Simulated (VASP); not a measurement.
Crystal: InP.

```
In P
1.0
     3.41341    0.00000    0.00000
     0.00000    3.41341    0.00000
     0.00000    0.00000    3.41341
In P
1 1
Direct
  0.00000 0.00000 0.00000
  0.50000 0.50000 0.50000
```

Base run:

```yaml
Program: VASP 6.6.1
Functional: PBE
Potentials_or_basis: VASP PAW PBE potentials, release 64 (In_d, P)
Cutoff: 520 eV
k_mesh: 8 × 8 × 8
Occupations: fermi-dirac, width 0.02 eV
Spin: no spin polarisation
```

Its results: band gap on the k mesh zero (bands 9 and 10 overlap by 2.72 eV); pressure 2.1 GPa.

**Question.** The run is repeated on the same cell with these changes: functional from PBE to r2SCAN. What comes out?

**Answer.** Band gap on the k mesh zero (bands 9 and 10 overlap by 2.67 eV); pressure 0.6 GPa.

Caveats: spin-orbit coupling is left out, which moves the levels of the heavy elements; the PAW data sets were made with another functional, which shifts forces and pressure a little (at least some runs).
